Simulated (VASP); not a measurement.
# SiNi (P2_13) in VASP: a series of runs

Runs on SiNi. Level: PBEsol. Tasks: single point, relaxation of cell and atoms.

Everything below comes from runs of VASP 6.6.1. Logs are shortened: lines on timing, memory, paths and dates and some standing lists are left out, and cuts for length are marked.

### 1 The cell of the first run

It takes space group P2_13 (No. 198, cubic). Conventional cell: a = 4.612 Å, b = 4.612 Å, c = 4.612 Å, α = 90.00°, β = 90.00°, γ = 90.00°. Si (site symmetry 3) has 7 Ni at 2.40 to 2.52 Å and 6 Si at 2.85 Å within 3.2 Å. Within 3.2 Å of Ni (site symmetry 3) lie 7 Si at 2.40 to 2.52 Å and 6 Ni at 2.84 Å.

### 2 Single point, PBEsol (volume scaled by 1.10, then relaxed in part)

INCAR

```
ALGO = Normal
EDIFF = 1E-6
ENCUT = 520
GGA = PS
ISIF = 2
ISMEAR = 0
LASPH = True
LCHARG = False
LREAL = False
LWAVE = False
NBANDS = 38
NELM = 100
PREC = Accurate
SIGMA = 0.1
```

KPOINTS

```
k-points
0
Gamma
  8 8 8
```

POSCAR

```
SiNi
1.0
    4.6122037547      0.0000000000      0.0000000000
    0.0000000000      4.6122037547      0.0000000000
    0.0000000000      0.0000000000      4.6122037547
Si Ni
4 4
Direct
    0.8452402865      0.8452402865      0.8452402865
    0.6547597135      0.1547597135      0.3452402865
    0.3452402865      0.6547597135      0.1547597135
    0.1547597135      0.3452402865      0.6547597135
    0.1455687555      0.1455687555      0.1455687555
    0.3544312445      0.8544312445      0.6455687555
    0.6455687555      0.3544312445      0.8544312445
    0.8544312445      0.6455687555      0.3544312445
```

Potentials or basis: VASP PAW PBE potentials, release 64 (Si, Ni).

On the command line:

```sh
$ cat potpaw_PBE.64/Si/POTCAR potpaw_PBE.64/Ni/POTCAR > POTCAR
$ mpirun -np 1 vasp_std > vasp.out
```

OUTCAR:

```text
EDIFF = 1E-6
   ENCUT = 520
   GGA = PS
   ISIF = 2
   ISMEAR = 0
   LASPH = True
   LREAL = False
   NELM = 100
   PREC = Accurate

 ion  position               nearest neighbor table
   1  0.845  0.845  0.845-   5 2.40   6 2.44   7 2.44   8 2.44   7 2.52   8 2.52   6 2.52   3 2.85
                             4 2.85   2 2.85   2 2.85   4 2.85   3 2.85
   2  0.655  0.155  0.345-   6 2.40   5 2.44   7 2.44   8 2.44   7 2.52   8 2.52   5 2.52   1 2.85
                             1 2.85   3 2.85   3 2.85   4 2.85   4 2.85
   3  0.345  0.655  0.155-   7 2.40   6 2.44   5 2.44   8 2.44   8 2.52   6 2.52   5 2.52   1 2.85
                             4 2.85   2 2.85   2 2.85   4 2.85   1 2.85
   4  0.155  0.345  0.655-   8 2.40   6 2.44   7 2.44   5 2.44   6 2.52   5 2.52   7 2.52   1 2.85
                             3 2.85   2 2.85   1 2.85   2 2.85   3 2.85
   5  0.146  0.146  0.146-   1 2.40   2 2.44   3 2.44   4 2.44   3 2.52   4 2.52   2 2.52   6 2.84
                             7 2.84   8 2.84   6 2.84   8 2.84   7 2.84
   6  0.354  0.854  0.646-   2 2.40   1 2.44   3 2.44   4 2.44   3 2.52   4 2.52   1 2.52   8 2.84
                             5 2.84   5 2.84   7 2.84   7 2.84   8 2.84
   7  0.646  0.354  0.854-   3 2.40   2 2.44   1 2.44   4 2.44   4 2.52   2 2.52   1 2.52   8 2.84
                             5 2.84   8 2.84   6 2.84   6 2.84   5 2.84
   8  0.854  0.646  0.354-   4 2.40   2 2.44   3 2.44   1 2.44   2 2.52   1 2.52   3 2.52   7 2.84
                             5 2.84   7 2.84   5 2.84   6 2.84   6 2.84

  LATTYP: Found a simple cubic cell.
 ALAT       =     4.6122037547

  Lattice vectors:

 A1 = (   4.6122037547,   0.0000000000,   0.0000000000)
 A2 = (   0.0000000000,   4.6122037547,   0.0000000000)
 A3 = (   0.0000000000,   0.0000000000,   4.6122037547)

Analysis of symmetry for initial positions (statically):
=====================================================================
 Subroutine PRICEL returns:
 Original cell was already a primitive cell.

 Routine SETGRP: Setting up the symmetry group for a
 simple cubic supercell.

 Subroutine GETGRP returns: Found 12 space group operations
 (whereof  3 operations were pure point group operations)
 out of a pool of 48 trial point group operations.

The static configuration has the point symmetry C_3 .
 The point group associated with its full space group is T   .

Analysis of symmetry for dynamics (positions and initial velocities):
=====================================================================
 Subroutine PRICEL returns:
 Original cell was already a primitive cell.

 Routine SETGRP: Setting up the symmetry group for a
 simple cubic supercell.

 Subroutine GETGRP returns: Found 12 space group operations
 (whereof  3 operations were pure point group operations)
 out of a pool of 48 trial point group operations.

The dynamic configuration has the point symmetry C_3 .
 The point group associated with its full space group is T   .

 Subroutine INISYM returns: Found 12 space group operations
 (whereof  3 operations are pure point group operations),
 and found     1 'primitive' translations

----------------------------------------------------------------------------------------

                                     Primitive cell

  volume of cell :      98.1128

  direct lattice vectors                    reciprocal lattice vectors
     4.612203755  0.000000000  0.000000000     0.216816093  0.000000000  0.000000000
     0.000000000  4.612203755  0.000000000     0.000000000  0.216816093  0.000000000
     0.000000000  0.000000000  4.612203755     0.000000000  0.000000000  0.216816093

  length of vectors
     4.612203755  4.612203755  4.612203755     0.216816093  0.216816093  0.216816093

  position of ions in fractional coordinates (direct lattice)
     0.845240287  0.845240287  0.845240287
     0.654759713  0.154759713  0.345240287
     0.345240287  0.654759713  0.154759713
     0.154759713  0.345240287  0.654759713
     0.145568756  0.145568756  0.145568756
     0.354431244  0.854431244  0.645568756
     0.645568756  0.354431244  0.854431244
     0.854431244  0.645568756  0.354431244

  ion indices of the primitive-cell ions
   primitive index   ion index
                 1           1
                 2           2
                 3           3
                 4           4
                 5           5
                 6           6
                 7           7
                 8           8

----------------------------------------------------------------------------------------

 KPOINTS: k-points

Automatic generation of k-mesh.
 Grid dimensions read from file:
 generate k-points for:    8    8    8

 Generating k-lattice:

  Cartesian coordinates                     Fractional coordinates (reciprocal lattice)
     0.027102012  0.000000000  0.000000000     0.125000000  0.000000000  0.000000000
     0.000000000  0.027102012  0.000000000     0.000000000  0.125000000  0.000000000
     0.000000000  0.000000000  0.027102012     0.000000000  0.000000000  0.125000000

  Length of vectors
     0.027102012  0.027102012  0.027102012

  Shift w.r.t. Gamma in fractional coordinates (k-lattice)
     0.000000000  0.000000000  0.000000000

 Subroutine IBZKPT returns following result:
 ===========================================

 Found     45 irreducible k-points:

 Following reciprocal coordinates:
            Coordinates               Weight
  0.000000  0.000000  0.000000      1.000000
  0.125000  0.000000  0.000000      6.000000
  0.250000  0.000000  0.000000      6.000000
  0.375000  0.000000  0.000000      6.000000
  0.500000  0.000000  0.000000      3.000000
  0.125000  0.125000  0.000000     12.000000
[... 16 lines left out ...]
  0.250000  0.125000  0.125000     24.000000
  0.375000  0.125000  0.125000     24.000000
 [... further k-points ...]
   k-points           NKPTS =     45   k-points in BZ     NKDIM =     45   number of bands    NBANDS=     38
   number of dos      NEDOS =    301   number of ions     NIONS =      8
   total plane-waves  NPLWV =  46656
   dimension x,y,z NGX =    36 NGY =   36 NGZ =   36
   dimension x,y,z NGXF=    72 NGYF=   72 NGZF=   72
   ions per type =               4   4
   NGX,Y,Z   is equivalent  to a cutoff of  12.98, 12.98, 12.98 a.u.
   NGXF,Y,Z  is equivalent  to a cutoff of  25.95, 25.95, 25.95 a.u.
 SYSTEM =  unknown system
   PREC   = accura    normal or accurate (medium, high low for compatibility)
   ISTART =      0    job   : 0-new  1-cont  2-samecut
   ICHARG =      2    charge: 1-file 2-atom 10-const
   ISPIN  =      1    spin polarized calculation?
   LNONCOLLINEAR =      F non collinear calculations
   LSORBIT =      F    spin-orbit coupling
   LASPH  =      T    aspherical Exc in radial PAW
   ENCUT  =  520.0 eV  38.22 Ry    6.18 a.u.   8.58  8.58  8.58*2*pi/ulx,y,z
   NELM   =    100;   NELMIN=  2; NELMDL= -5     # of ELM steps
   EDIFF  = 0.1E-05   stopping-criterion for ELM
   LREAL  =      F    real-space projection
   EDIFFG = 0.1E-04   stopping-criterion for IOM
   NSW    =      0    number of steps for IOM
   IBRION =     -1    ionic relax: 0-MD 1-quasi-New 2-CG
   NFREE  =      0    steps in history (QN), initial steepest desc. (CG)
   ISIF   =      2    stress and relaxation
   ISYM   =      2    0-nonsym 1-usesym 2-fastsym
   POTIM  = 0.5000    time-step for ionic-motion
   TEBEG  =    0.0;   TEEND  =   0.0 temperature during run
   PSTRESS=    0.0 pullay stress
   NELECT =      56.0000    total number of electrons
   NUPDOWN=      -1.0000    fix difference up-down
   EMIN   =  10.00;   EMAX   =-10.00  energy-range for DOS
   EFERMI =   0.00;   METHOD = LEGACY
   ISMEAR =     0;   SIGMA  =   0.10  broadening in eV -4-tet -1-fermi 0-gaus
   EFERMI_NEDOS =   21; number of points for ismear=-14 and -15
   IALGO  =     38    algorithm
   IMIX   =      4    mixing-type and parameters
     AMIX     =   0.40;   BMIX     =  1.00
     AMIX_MAG =   1.60;   BMIX_MAG =  1.00
  volume/ion in A,a.u.               =      12.26        82.76
  Fermi-wavevector in a.u.,A,eV,Ry     =   1.357987  2.566224 25.090903  1.844129
  Thomas-Fermi vector in A             =   2.484859
   LORBIT       =      0    0 simple, 1 ext, 2 COOP (PROOUT), +10 PAW based schemes
   GGA     = PS    functional components
   LHFCALC =     F    Hartree Fock is set to
   AEXX    =    0.0000 exact exchange contribution
   IVDW    =     0    specifies the selected vdW correction
   LEPSILON=     F    determine dielectric tensor
   LRPA    =     F    only Hartree local field effects (RPA)
 non-spin polarized calculation
 Gauss-broadening in eV      SIGMA  =   0.10
  energy-cutoff  :      520.00
  volume of cell :       98.11
 maximum number of plane-waves:      2680
 NGX is ok and might be reduce to    36
   NGX = 17   NGY = 17   NGZ = 17

 number of electron      55.9999915 magnetization

 Free energy of the ion-electron system (eV)
  ---------------------------------------------------
  ext. energy  EPLUGINS =         0.00000000
  ---------------------------------------------------
  free energy    TOTEN  =       -51.13938069 eV

  energy without entropy =      -51.12769524  energy(sigma->0) =      -51.13353796

 E-fermi :  10.6383     XC(G=0): -12.3189

 val. band max:       10.6343652810   @ k =   0.2500   0.0000   0.0000
 cond. band min:      10.6723985782   @ k =   0.2500   0.1250   0.0000
 fundamental gap:      0.0380332972
 Fermi energy:        10.6383388615

 k-point     1 :       0.0000    0.0000    0.0000
  band No.  band energies     occupation
      1      -2.7902      2.00000
      2       2.3561      2.00000
      3       2.3561      2.00000
      4       2.3561      2.00000
      5       4.8769      2.00000
      6       4.8769      2.00000
[... 30 lines left out ...]
     37      15.0733      0.00000
     38      15.0733      0.00000

 k-point     2 :       0.1250    0.0000    0.0000
  band No.  band energies     occupation
      1      -2.6841      2.00000
      2       1.5984      2.00000
      3       2.4284      2.00000
      4       2.8759      2.00000
      5       4.4952      2.00000
      6       4.9405      2.00000
[... 30 lines left out ...]
     37      14.4915      0.00000
     38      15.5530      0.00000

 k-point     3 :       0.2500    0.0000    0.0000
  band No.  band energies     occupation
      1      -2.3686      2.00000
      2       0.6599      2.00000
      3       2.6382      2.00000
      4       3.2610      2.00000
      5       4.3918      2.00000
      6       5.0832      2.00000
[... 30 lines left out ...]
     37      14.9009      0.00000
     38      15.7759      0.00000

 k-point     4 :       0.3750    0.0000    0.0000
  band No.  band energies     occupation
      1      -1.8519      2.00000
      2      -0.2938      2.00000
      3       2.9584      2.00000
      4       3.4764      2.00000
      5       4.4602      2.00000
      6       5.0816      2.00000
[... 30 lines left out ...]
     37      14.6275      0.00000
     38      15.1062      0.00000
[... 703 lines left out ...]
      4       3.0567      2.00000
      5       4.5107      2.00000
      6       5.1857      2.00000
[... 30 lines left out ...]
     37      14.9320      0.00000
     38      14.9373      0.00000

 k-point    23 :       0.2500    0.1250    0.1250
  band No.  band energies     occupation
      1      -2.1605      2.00000
      2       0.7576      2.00000
      3       2.0255      2.00000
      4       3.1413      2.00000
      5       4.4456      2.00000
      6       5.0282      2.00000
[... 30 lines left out ...]
     37      15.2720      0.00000
     38      15.7123      0.00000

 k-point    24 :       0.3750    0.1250    0.1250
  band No.  band energies     occupation
      1      -1.6492      2.00000
      2      -0.1244      2.00000
      3       2.3689      2.00000
      4       3.1873      2.00000
      5       4.1953      2.00000
      6       4.8292      2.00000
[... 30 lines left out ...]
     37      14.9632      0.00000
     38      16.1015      0.00000

 [... further k-points ...]
[... 5 lines left out ...]
  --------------------------------------------------------------------------------------
  -------------------------------------------------------------------------------------
  Total       -9.1363827     -9.1363827     -9.1363827     -0.0000000      0.0000000      0.0000000
  in kB     -149.1967655   -149.1967655   -149.1967655     -0.0000000      0.0000000      0.0000000
  external PRESSURE =    -149.1967655 kB  Pullay stress =       0.0000000 kB

 VOLUME and BASIS-vectors are now :
 -----------------------------------------------------------------------------
  energy-cutoff  :      520.00
  volume of cell :       98.11
      direct lattice vectors                 reciprocal lattice vectors
     4.612203755  0.000000000  0.000000000     0.216816093  0.000000000  0.000000000
     0.000000000  4.612203755  0.000000000     0.000000000  0.216816093  0.000000000
     0.000000000  0.000000000  4.612203755     0.000000000  0.000000000  0.216816093

 POSITION                                       TOTAL-FORCE (eV/Angst)
 -----------------------------------------------------------------------------------
      3.89842      3.89842      3.89842         0.002424      0.002424      0.002424
      3.01989      0.71378      1.59232        -0.002424     -0.002424      0.002424
      1.59232      3.01989      0.71378         0.002424     -0.002424     -0.002424
      0.71378      1.59232      3.01989        -0.002424      0.002424     -0.002424
      0.67139      0.67139      0.67139         0.000392      0.000392      0.000392
      1.63471      3.94081      2.97749        -0.000392     -0.000392      0.000392
      2.97749      1.63471      3.94081         0.000392     -0.000392     -0.000392
      3.94081      2.97749      1.63471        -0.000392      0.000392     -0.000392
 -----------------------------------------------------------------------------------
    total drift:                               -0.000000     -0.000000     -0.000000

  FREE ENERGIE OF THE ION-ELECTRON SYSTEM (eV)
  ---------------------------------------------------
  free  energy   TOTEN  =       -51.1393806907 eV

  energy  without entropy=      -51.1276952388  energy(sigma->0) =      -51.13353796
```

It took 3.1 min on 1 thread of Intel Xeon 8259CL, shared host; peak memory 0.28 GiB.

Results:

```
Free energy            : -51.1394 eV
Pressure               : -14.9 GPa
Largest force          : 0.004 eV/Å
Band gap on the k mesh : zero (band 28 reaches 11.53 eV, above the bottom of band 29 at 10.45 eV)
```

Forces on the atoms (eV/Å):
```
Si   0.002  0.002  0.002
Si  -0.002 -0.002  0.002
Si   0.002 -0.002 -0.002
Si  -0.002  0.002 -0.002
Ni   0.000  0.000  0.000
Ni   0.000  0.000  0.000
Ni   0.000  0.000  0.000
Ni   0.000  0.000  0.000
```

Levels at points of the mesh, in eV from the Fermi level:
| k point | band 25 | band 26 | band 27 | band 28 | band 29 | band 30 | band 31 | band 32 |
| --- | --- | --- | --- | --- | --- | --- | --- | --- |
| (0.00, 0.00, 0.00) | -1.38 | -1.38 | -1.38 | 0.89 | 0.89 | 0.89 | 1.44 | 1.44 |
| (0.50, 0.00, 0.00) | -1.71 | -1.71 | -0.46 | -0.46 | -0.18 | -0.18 | 2.63 | 2.63 |
| (0.50, 0.50, 0.00) | -1.29 | -1.29 | -0.82 | -0.82 | 0.30 | 0.30 | 0.86 | 0.86 |
| (0.50, 0.50, 0.50) | -1.52 | -1.52 | -1.52 | -1.52 | 3.87 | 3.87 | 3.87 | 3.87 |

Caveat: the PAW data sets were made with another functional, which shifts forces and pressure a little.

(Continued in part 2 of 2.)
